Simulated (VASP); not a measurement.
# Al36N36F (a cell with a defect) in VASP: a series of runs

The runs below take Al36N36F (a cell with a defect) through single point, with PBE.

Program: VASP 6.6.1. These are calculated values, not measurements. Logs are shortened: lines on timing, memory, paths and dates and some standing lists are left out, and cuts for length are marked.

**1. The cell of the first run**

The cell holds a defect, 73 atoms: a = 9.389 Å, b = 9.389 Å, c = 10.035 Å, α = 90.00°, β = 90.00°, γ = 120.00°.

**2. Single point, PBE**

Contents of INCAR:

```
SYSTEM = Al36N36F
ALGO = Normal ; EDIFF = 1E-6
ENCUT = 520 ; GGA = PE
ISIF = 2 ; ISMEAR = 0
LASPH = .TRUE. ; LCHARG = .FALSE.
LREAL = Auto ; LWAVE = .FALSE.
NBANDS = 190 ; NELECT = 296.0
NELM = 60 ; PREC = Accurate
SIGMA = 0.01
```

Contents of KPOINTS:

```
Automatic mesh
0
Gamma
  1 1 1
  0.25 0.25 0.25
```

Contents of POSCAR:

```
Al36N36F
1.0
    9.3892708692      0.0000000883      0.0000000000
   -4.6946355111      8.1313470516      0.0000000000
    0.0000000000      0.0000000000     10.0348065900
Al N F
36 36 1
Direct
    0.2216991689      0.1108199807      0.2503059205
    0.1108563764      0.2216284219      0.4989524952
    0.2215406844      0.1109345303      0.7524555768
    0.1100455080      0.2224418381      1.0002922295
    0.2200649383      0.4435133694      0.2487772613
    0.1108697032      0.5561333933      0.4989511397
    0.2205592087      0.4437307678      0.7485462687
    0.1100273075      0.5545317368      1.0002874371
    0.2216796222      0.7778015687      0.2503291406
    0.1142391104      0.8905512188      0.5030684915
    0.2215860762      0.7775179822      0.7524327854
    0.1091428394      0.8880446625      1.0018056505
    0.5547266206      0.1108712174      0.2503329379
    0.4418834403      0.2182423308      0.5030833319
    0.5549687108      0.1109101474      0.7524305947
    0.4444359280      0.2233434572      1.0017886985
    0.5579103961      0.4503955649      0.2508289467
    0.4442948510      0.5555654773      0.5010376670
    0.5544707252      0.4433083662      0.7488255366
    0.4413794248      0.5542502071      0.9966300912
    0.5579926594      0.7745639966      0.2507113694
    0.4419544949      0.8905391786      0.5029640980
    0.5544542012      0.7780497716      0.7487864679
    0.4443856154      0.8881010925      1.0018349492
    0.8890235198      0.1124422440      0.2487930597
    0.7763438137      0.2215769604      0.4989811556
    0.8887780179      0.1119154979      0.7485423544
    0.7779419544      0.2224333652      1.0002722426
    0.8889897450      0.4434991141      0.2488332191
    0.7769517355      0.5555038127      0.5011408456
    0.8888067593      0.4436843535      0.7486378772
    0.7782487318      0.5541999390      0.9967353244
    0.8821511813      0.7745861029      0.2508324325
    0.7769080507      0.8881245713      0.5010226191
    0.8891794267      0.7779868583      0.7488245436
    0.7782741644      0.8911057292      0.9966478333
    0.2217533924      0.1106389440      0.4412037429
    0.1105556518      0.2220726013      0.1906977242
    0.2212329122      0.1111662374      0.9424223500
    0.1110651784      0.2215019689      0.6894421539
    0.2212798774      0.4442597867      0.4403766741
    0.1105115778      0.5551209721      0.1907025400
    0.2188614445      0.4430716313      0.9373069716
    0.1110658077      0.5561557521      0.6894411072
    0.2217660422      0.7782757171      0.4411709273
    0.1093338112      0.8879457977      0.1916737826
    0.2211977323      0.7772966289      0.9424111470
    0.1130156358      0.8898068265      0.6935307265
    0.5541316092      0.1106848550      0.4411898993
    0.4447040326      0.2233434804      0.1916546961
    0.5550892301      0.1111888329      0.9424029148
    0.4427049930      0.2195116035      0.6935415418
    0.5498665920      0.4345244034      0.4485948709
    0.4314958257      0.5491408638      0.1818096139
    0.5545148026      0.4439892029      0.9386287019
    0.4432786815      0.5549264019      0.6915692403
    0.5499761580      0.7823473570      0.4483042225
    0.4445395002      0.8881040446      0.1917510505
    0.5545037127      0.7779702391      0.9385400721
    0.4427902404      0.8897745053      0.6934070152
    0.8881073294      0.1110233325      0.4403979862
    0.7774870442      0.2220314808      0.1906822261
    0.8893772771      0.1135275467      0.9373089760
    0.7764021163      0.2214707708      0.6894763696
    0.8881671209      0.4441602471      0.4403725455
    0.7833683971      0.5492623229      0.1820531743
    0.8892725842      0.4430801084      0.9374142885
    0.7776568338      0.5548399064      0.6916879063
    0.8979053307      0.7824285196      0.4485873562
    0.7835396262      0.9010989730      0.1818504285
    0.8884151620      0.7778533843      0.9386444103
    0.7776412593      0.8892555766      0.6915518285
    0.6660235310      0.6664934813      0.3143039787
```

Potentials or basis: VASP PAW PBE potentials, release 64 (Al, N, F).

On the command line:

```sh
> cat potpaw_PBE.64/Al/POTCAR potpaw_PBE.64/N/POTCAR potpaw_PBE.64/F/POTCAR > POTCAR
> mpirun -np 1 vasp_std > vasp.out
```

OUTCAR:

```text
SYSTEM = Al36N36F
   EDIFF = 1E-6
   ENCUT = 520
   GGA = PE
   ISIF = 2
   ISMEAR = 0
   LASPH = .TRUE.
   LREAL = Auto
   NELECT = 296.0
   NELM = 60
   PREC = Accurate

 ion  position               nearest neighbor table
   1  0.222  0.111  0.250-  38 1.90  46 1.91  50 1.91  37 1.92   2 3.08  16 3.08  12 3.08   4 3.10
                            14 3.10  10 3.11  13 3.13   9 3.13  25 3.13   5 3.13  33 3.17  17 3.17
   2  0.111  0.222  0.499-  37 1.90  41 1.90  61 1.90  40 1.91   1 3.08  27 3.09   7 3.09  25 3.09
                             5 3.09   3 3.12  14 3.12  10 3.12  18 3.13  34 3.13  26 3.14   6 3.14
   3  0.222  0.111  0.752-  48 1.89  52 1.89  40 1.91  39 1.91  14 3.08   4 3.08  10 3.08  16 3.09
                            12 3.09   2 3.12  19 3.12  35 3.12  27 3.13   7 3.13  11 3.13  15 3.13
   4  0.110  0.222  0.000-  39 1.90  43 1.90  63 1.90  38 1.91  25 3.07   5 3.07   3 3.08   1 3.10
                            27 3.10   7 3.10  36 3.11  20 3.11   8 3.12  28 3.12  16 3.14  12 3.14
   5  0.220  0.444  0.249-  54 1.85  42 1.89  38 1.89  41 1.92   8 3.07   4 3.07   6 3.09   2 3.09
                            20 3.10  25 3.11  29 3.11  18 3.12   9 3.13   1 3.13  17 3.14  21 3.14
   6  0.111  0.556  0.499-  45 1.90  41 1.90  65 1.90  44 1.91   9 3.08   7 3.09  31 3.09  29 3.09
                             5 3.09  11 3.12  10 3.12  22 3.12  30 3.13  18 3.13   2 3.14  26 3.14
   7  0.221  0.444  0.749-  43 1.89  56 1.90  44 1.90  40 1.90  20 3.07  18 3.08   6 3.09   2 3.09
                             4 3.10   8 3.10  31 3.11  27 3.12  11 3.13   3 3.13  23 3.14  19 3.14
   8  0.110  0.555  0.000-  43 1.90  47 1.90  67 1.90  42 1.91   5 3.07  29 3.07  11 3.08   9 3.10
                            31 3.10   7 3.10  20 3.11  32 3.11  28 3.12   4 3.12  12 3.14  24 3.14
   9  0.222  0.778  0.250-  46 1.90  58 1.91  42 1.91  45 1.92   6 3.08  24 3.08  12 3.08   8 3.10
[... 89 lines left out ...]
  71  0.888  0.778  0.939-  12 1.90  35 1.90  36 1.91  32 1.91
  72  0.778  0.889  0.692-  27 1.90  35 1.90  23 1.90  34 1.91
  73  0.666  0.666  0.314-  17 1.87  33 1.87  21 1.87  34 2.60  18 2.60  30 2.60

  LATTYP: Found a hexagonal cell.
 ALAT       =     9.3892708692
 C/A-ratio  =     1.0687524867

  Lattice vectors:

 A1 = (   9.3892708692,   0.0000000883,   0.0000000000)
 A2 = (  -4.6946355111,   8.1313470516,   0.0000000000)
 A3 = (   0.0000000000,   0.0000000000,  10.0348065900)

Analysis of symmetry for initial positions (statically):
=====================================================================
 Subroutine PRICEL returns:
 Original cell was already a primitive cell.

 Routine SETGRP: Setting up the symmetry group for a
 hexagonal supercell.

 Subroutine GETGRP returns: Found  1 space group operations
 (whereof  1 operations were pure point group operations)
 out of a pool of 24 trial point group operations.

The static configuration has the point symmetry C_1 .

Analysis of symmetry for dynamics (positions and initial velocities):
=====================================================================
[... 249 lines left out ...]
   EFERMI_NEDOS =   21; number of points for ismear=-14 and -15
   IALGO  =     38    algorithm
   IMIX   =      4    mixing-type and parameters
     AMIX     =   0.40;   BMIX     =  1.00
     AMIX_MAG =   1.60;   BMIX_MAG =  1.00
  volume/ion in A,a.u.               =      10.49        70.82
  Fermi-wavevector in a.u.,A,eV,Ry     =   1.192351  2.253217 19.343429  1.421702
  Thomas-Fermi vector in A             =   2.328392
   LORBIT       =      0    0 simple, 1 ext, 2 COOP (PROOUT), +10 PAW based schemes
   GGA     = PE    functional components
   LHFCALC =     F    Hartree Fock is set to
   AEXX    =    0.0000 exact exchange contribution
   IVDW    =     0    specifies the selected vdW correction
   LEPSILON=     F    determine dielectric tensor
   LRPA    =     F    only Hartree local field effects (RPA)
 non-spin polarized calculation
 Gauss-broadening in eV      SIGMA  =   0.01
  energy-cutoff  :      520.00
  volume of cell :      766.13
 maximum number of plane-waves:     20622
 NGX is ok and might be reduce to    70
   NGX = 35   NGY = 35   NGZ = 37

 number of electron     295.9999998 magnetization

 Free energy of the ion-electron system (eV)
  ---------------------------------------------------
  ext. energy  EPLUGINS =         0.00000000
  ---------------------------------------------------
  free energy    TOTEN  =      -531.41931643 eV

  energy without entropy =     -531.41931643  energy(sigma->0) =     -531.41931643

 E-fermi :   6.1162     XC(G=0): -10.9028

 val. band max:        5.9903710891   @ k =   0.5000  -0.2500   0.2500
 cond. band min:      11.2360676188   @ k =   0.5000   0.2500   0.2500
 fundamental gap:      5.2456965297
 Fermi energy:         6.1162382682

 k-point     1 :       0.2500    0.2500    0.2500
  band No.  band energies     occupation
      1     -18.0788      2.00000
      2      -8.7561      2.00000
      3      -8.4731      2.00000
      4      -8.4035      2.00000
      5      -8.2845      2.00000
      6      -8.0538      2.00000
[... 967 lines left out ...]
    159      12.0267      0.00000
    160      12.0734      0.00000
 [bands above 160 left out]

------------------------ aborting loop because EDIFF is reached ----------------------------------------

  FORCE on cell =-STRESS in cart. coord.  units (eV):
  Direction    XX          YY          ZZ          XY          YZ          ZX
  --------------------------------------------------------------------------------------
  -------------------------------------------------------------------------------------
  Total       17.7327098     17.3346261     24.3225778     -0.6066011      0.0225570     -0.0445306
  in kB       37.0836364     36.2511415     50.8647378     -1.2685582      0.0471724     -0.0931249
  external PRESSURE =      41.3998386 kB  Pullay stress =       0.0000000 kB

 VOLUME and BASIS-vectors are now :
 -----------------------------------------------------------------------------
  energy-cutoff  :      520.00
  volume of cell :      766.13
      direct lattice vectors                 reciprocal lattice vectors
     9.389270869  0.000000088  0.000000000     0.106504542  0.061490427  0.000000000
    -4.694635511  8.131347052  0.000000000    -0.000000001  0.122980853  0.000000000
     0.000000000  0.000000000 10.034806590     0.000000000  0.000000000  0.099653141

 POSITION                                       TOTAL-FORCE (eV/Angst)
 -----------------------------------------------------------------------------------
      1.56133      0.90112      2.51177         0.020317     -0.004979     -0.000992
      0.00040      1.80214      5.00689        -0.023587      0.007218     -0.002158
      1.55931      0.90205      7.55075         0.019828     -0.007207      0.005182
     -0.01104      1.80875      0.00293        -0.021455      0.012073      0.001634
     -0.01588      3.60636      2.49643         0.016747     -0.004907     -0.000820
     -1.56986      4.52211      5.00688        -0.018748      0.002430     -0.000473
[... 65 lines left out ...]
      3.12675      7.23085      6.93959        -0.029955      0.011064      0.002890
      3.12453      5.41949      3.15398        -0.000344      0.001810      0.021470
 -----------------------------------------------------------------------------------
    total drift:                               -0.010360      0.016073      0.026392

  FREE ENERGIE OF THE ION-ELECTRON SYSTEM (eV)
  ---------------------------------------------------
  free  energy   TOTEN  =      -531.4193164298 eV

  energy  without entropy=     -531.4193164298  energy(sigma->0) =     -531.41931643
```

It took 36 min on 1 thread of Intel Xeon Platinum 8259CL at 2.50GHz (Skylake/Cascade Lake), shared host; peak memory 1.1 GiB.

Results:

```yaml
Free_energy: -531.4193 eV
Largest_force: 0.042 eV/Å
```

Forces on the atoms (eV/Å):
```
Al   0.020 -0.005 -0.001
Al  -0.024  0.007 -0.002
Al   0.020 -0.007  0.005
Al  -0.021  0.012  0.002
Al   0.017 -0.005 -0.001
Al  -0.019  0.002  0.000
Al   0.018 -0.007  0.002
Al  -0.023  0.007  0.004
Al   0.018 -0.016  0.000
Al  -0.011  0.012  0.006
Al   0.019 -0.007  0.004
Al  -0.021  0.004  0.000
Al   0.027  0.000  0.000
Al  -0.016  0.000  0.006
Al   0.021 -0.008  0.000
Al  -0.022  0.010  0.001
Al   0.014 -0.017  0.002
Al  -0.020  0.003 -0.009
Al   0.018 -0.007  0.006
Al  -0.022  0.001 -0.007
Al  -0.001  0.001 -0.001
Al  -0.013  0.004  0.001
Al   0.023 -0.008  0.001
Al  -0.022  0.009  0.000
Al   0.017 -0.002  0.003
Al  -0.018  0.006 -0.001
Al   0.017 -0.006  0.002
Al  -0.018  0.008  0.004
Al   0.011 -0.004 -0.008
Al  -0.028  0.005 -0.011
Al   0.018 -0.008  0.004
Al  -0.014  0.004  0.003
Al   0.028  0.001 -0.001
Al  -0.018  0.007 -0.004
Al   0.016 -0.007  0.007
Al  -0.018  0.013 -0.009
N    0.030 -0.012  0.001
N   -0.028  0.007  0.003
N    0.028 -0.010 -0.002
N   -0.025  0.009 -0.006
N    0.032 -0.015 -0.006
N   -0.031  0.008  0.000
N    0.032 -0.008 -0.002
N   -0.028  0.012 -0.004
N    0.028 -0.004  0.010
N   -0.024  0.022  0.005
N    0.031 -0.008 -0.004
N   -0.026  0.008 -0.002
N    0.024 -0.016  0.009
N   -0.040 -0.007  0.008
N    0.028 -0.011 -0.003
N   -0.022  0.013 -0.003
N    0.027  0.008 -0.006
N   -0.011  0.006  0.014
N    0.030 -0.011 -0.011
N   -0.030  0.011  0.002
N    0.006  0.009  0.025
N   -0.015  0.000 -0.009
N    0.035 -0.017  0.003
N   -0.033  0.013  0.005
N    0.033 -0.003 -0.008
N   -0.032  0.016  0.002
N    0.022 -0.013 -0.002
N   -0.028  0.011 -0.007
N    0.026 -0.005  0.001
N   -0.002 -0.007 -0.022
N    0.030 -0.008 -0.006
N   -0.030  0.014 -0.010
N    0.009 -0.008 -0.003
N   -0.019 -0.008  0.008
N    0.031 -0.009 -0.013
N   -0.030  0.011  0.003
F    0.000  0.002  0.021
```

Caveat: the cell carries a net charge on a neutralising background, which shifts energy and pressure; the cell is charged against a uniform background, so pressure and absolute levels hang on convention.

**3. Single point, PBE**

Contents of INCAR:

```
SYSTEM = Al36N36F
PREC = Accurate
ENCUT = 520
EDIFF = 1E-7
ISMEAR = -1
SIGMA = 0.01
LREAL = Auto
LASPH = .TRUE.
NELM = 80
ALGO = Normal
ISIF = 2
LWAVE = .FALSE.
LCHARG = .FALSE.
GGA = PE
NELECT = 294.0
NBANDS = 190
```

KPOINTS is that of step 2.

Contents of POSCAR:

```
Al36N36F
1.0
    9.3892708692      0.0000000883      0.0000000000
   -4.6946355111      8.1313470516      0.0000000000
    0.0000000000      0.0000000000     10.0348065900
Al N F
36 36 1
Direct
    0.2228570172      0.1116220211      0.2507781816
    0.1120379787      0.2220077996      0.5002574462
    0.2222806308      0.1116576555      0.7523800529
    0.1117933261      0.2226903345      1.0014084942
    0.2190221967      0.4427738365      0.2506084131
    0.1117594231      0.5564314281      0.5001532418
    0.2203113913      0.4433627350      0.7494775033
    0.1112545154      0.5555492406      1.0009711658
    0.2228893552      0.7779787913      0.2506415431
    0.1168293649      0.8919824066      0.5025257561
    0.2223360796      0.7774324733      0.7520471211
    0.1115534481      0.8894509268      1.0013558210
    0.5564621474      0.1118711998      0.2506899760
    0.4425798347      0.2175303261      0.5022211370
    0.5566996869      0.1116516187      0.7521841952
    0.4449969266      0.2228433298      1.0015711722
    0.5568301241      0.4480047224      0.2488393239
    0.4433774154      0.5551075208      0.5024494047
    0.5550198975      0.4433875484      0.7493557113
    0.4422205004      0.5545274696      0.9954035886
    0.5574061550      0.7758306987      0.2486028646
    0.4429477425      0.8917498837      0.5021205586
    0.5553297705      0.7782582529      0.7492213978
    0.4451854424      0.8890936722      1.0013648277
    0.8912042839      0.1144559200      0.2506067094
    0.7778481828      0.2217404922      0.5001769875
    0.8902784305      0.1124256246      0.7493846838
    0.7784742362      0.2222400343      1.0012598236
    0.8904688873      0.4426298392      0.2503743075
    0.7787827610      0.5552303365      0.5025495190
    0.8896387385      0.4435686672      0.7493567177
    0.7785270594      0.5550567805      0.9954139234
    0.8868676472      0.7764648968      0.2490960951
    0.7792485039      0.8900127953      0.5025273179
    0.8909996548      0.7784294354      0.7490672654
    0.7788185604      0.8900302596      0.9951360347
    0.2230523972      0.1115561651      0.4413179343
    0.1120401095      0.2224484298      0.1915922091
    0.2226102862      0.1118396087      0.9424081488
    0.1119375781      0.2217105731      0.6904509095
    0.2221039280      0.4446474893      0.4416734763
    0.1118562880      0.5557505146      0.1916383257
    0.2196007342      0.4434212173      0.9388628497
    0.1117493935      0.5562583216      0.6908558496
    0.2232297033      0.7785709061      0.4416400524
    0.1117864804      0.8887513385      0.1922787246
    0.2227468924      0.7780557280      0.9426498515
    0.1140780325      0.8898888780      0.6932994596
    0.5560139378      0.1116936513      0.4415465639
    0.4461032144      0.2238418692      0.1921059407
    0.5561611086      0.1118746238      0.9427376943
    0.4444303927      0.2207365957      0.6929748338
    0.5522097330      0.4379155596      0.4499618949
    0.4320081253      0.5497309758      0.1832689827
    0.5553046287      0.4445058100      0.9398726121
    0.4440043801      0.5551611509      0.6932354184
    0.5527072244      0.7817627742      0.4500358830
    0.4465087168      0.8891067347      0.1924683526
    0.5554624728      0.7783804211      0.9398939130
    0.4447299655      0.8899186285      0.6932490981
    0.8893774818      0.1113429688      0.4414662027
    0.7790081040      0.2223167091      0.1915760417
    0.8903368070      0.1134977362      0.9396291147
    0.7781071351      0.2217970232      0.6909263374
    0.8891647889      0.4446022692      0.4415148269
    0.7853837779      0.5502453488      0.1835996638
    0.8900526811      0.4438342845      0.9396359631
    0.7786611432      0.5550935035      0.6933881759
    0.8972936659      0.7819173353      0.4503416653
    0.7862602259      0.9015640809      0.1832319247
    0.8900884420      0.7784770377      0.9397042463
    0.7790087219      0.8893488787      0.6934052810
    0.6672572685      0.6669286981      0.3115591408
```

Potentials or basis: VASP PAW PBE potentials, release 64 (Al, N, F).

On the command line:

```sh
> cat potpaw_PBE.64/Al/POTCAR potpaw_PBE.64/N/POTCAR potpaw_PBE.64/F/POTCAR > POTCAR
> mpirun -np 1 vasp_std > vasp.out
```

It took 43 min on 1 thread of Intel Xeon Platinum 8259CL at 2.50GHz (Skylake/Cascade Lake), shared host; peak memory 1.1 GiB.

It converged, with:

```
Free energy   : -543.2392 eV
Largest force : 0.136 eV/Å
```

Forces on the atoms (eV/Å):
```
Al   0.066 -0.029 -0.022
Al  -0.035  0.021 -0.029
Al   0.077  0.003 -0.039
Al  -0.070 -0.017 -0.025
Al   0.029  0.040  0.004
Al  -0.030  0.025  0.009
Al   0.060  0.037 -0.066
Al  -0.033  0.044  0.037
Al   0.084 -0.006  0.013
Al   0.045 -0.021 -0.025
Al   0.107 -0.031  0.035
Al   0.015 -0.041  0.019
Al   0.056 -0.029 -0.003
Al  -0.014  0.059  0.000
Al   0.040  0.000  0.010
Al  -0.002  0.030 -0.033
Al   0.078  0.017 -0.029
Al  -0.009  0.025  0.017
Al   0.049 -0.001 -0.014
Al   0.018  0.065 -0.012
Al   0.044  0.073 -0.013
Al  -0.031  0.015  0.014
Al   0.033  0.012  0.010
Al  -0.026  0.025  0.020
Al   0.042 -0.012 -0.016
Al  -0.046  0.063  0.015
Al  -0.003  0.000  0.023
Al  -0.041  0.048 -0.011
Al   0.100  0.058  0.024
Al  -0.006  0.007 -0.001
Al   0.059  0.011  0.022
Al   0.002  0.035 -0.002
Al   0.074  0.032 -0.005
Al  -0.036  0.012  0.004
Al   0.020 -0.013  0.016
Al  -0.017  0.045  0.009
N    0.018 -0.020  0.027
N   -0.052  0.007  0.011
N    0.025 -0.012  0.032
N   -0.036  0.017  0.041
N    0.045 -0.029 -0.018
N   -0.076 -0.024 -0.014
N    0.047 -0.026  0.060
N   -0.036 -0.005 -0.013
N   -0.006 -0.015 -0.002
N   -0.100  0.041 -0.012
N   -0.003 -0.016 -0.015
N   -0.106  0.046 -0.013
N    0.031 -0.041 -0.008
N   -0.070 -0.017  0.035
N    0.039 -0.036 -0.021
N   -0.060 -0.002  0.024
N    0.037 -0.075  0.011
N   -0.015 -0.054  0.020
N    0.024 -0.044  0.007
N   -0.052 -0.010  0.010
N    0.016 -0.014  0.004
N   -0.082 -0.026 -0.019
N    0.041 -0.049 -0.005
N   -0.074  0.000 -0.026
N    0.051 -0.017  0.013
N   -0.079  0.001  0.007
N    0.051 -0.021 -0.026
N   -0.051  0.005 -0.015
N    0.029 -0.032  0.003
N   -0.072 -0.065 -0.018
N    0.035 -0.063 -0.019
N   -0.061  0.013 -0.011
N   -0.010 -0.029 -0.035
N   -0.132  0.001  0.032
N    0.030 -0.031 -0.008
N   -0.055  0.016 -0.009
F    0.009  0.022  0.019
```

Levels at points of the mesh, in eV from the Fermi level:
```csv
k point,band 143,band 144,band 145,band 146,band 147,band 148,band 149,band 150,band 151,band 152
"(0.25, 0.25, 0.25)",-0.28,-0.21,-0.14,-0.09,-0.07,0.07,5.48,5.50,5.55,5.79
```

Caveat: the cell carries a net charge on a neutralising background, which shifts energy and pressure; the cell is charged against a uniform background, so pressure and absolute levels hang on convention.

(Part 1 of 2 ends here.)
